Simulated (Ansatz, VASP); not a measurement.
# Cr3BP in VASP and in Ansatz

```
CELL_PARAMETERS angstrom
4.10037 0.00000 0.00000
0.00000 4.10037 0.00000
0.00000 0.00000 4.10037
ATOMIC_POSITIONS crystal
Cr 0.00000 0.50000 0.50000
Cr 0.50000 0.00000 0.50000
Cr 0.50000 0.50000 0.00000
B 0.00000 0.00000 0.00000
P 0.50000 0.50000 0.50000
```

Alike in both runs: functional PBE; k mesh 4 × 4 × 4; occupations gaussian, width 0.1 eV; no spin polarisation.

Ansatz relaxed the structure, and its values are those at the end. VASP's run is a single point on that final structure, the one shown.

```csv
,VASP,Ansatz
version,VASP 6.6.1,Ansatz 0.2.0
potentials or method,"VASP PAW PBE potentials, release 64 (Cr_pv, B, P), cutoff 520 eV","scalar-relativistic, plane waves, PAW"
valence electrons in the cell,44,50
```

VASP gave:

| Quantity | Value |
| --- | --- |
| gap on the k mesh at the Fermi level (eV) | none |
| pressure (GPa) | 0.0 |

**Question.** Which values does Ansatz return?

**Answer.** gap on the k mesh at the Fermi level (eV): none; pressure (GPa): 0.1.

A gap of «none» marks a metal or a gap that the smearing closes. VASP's potentials hold 44 valence electrons a cell and Ansatz's 50, so a difference there can come from the potentials and not from the codes.

The k mesh is coarse, so the values compare programs but aren't converged.
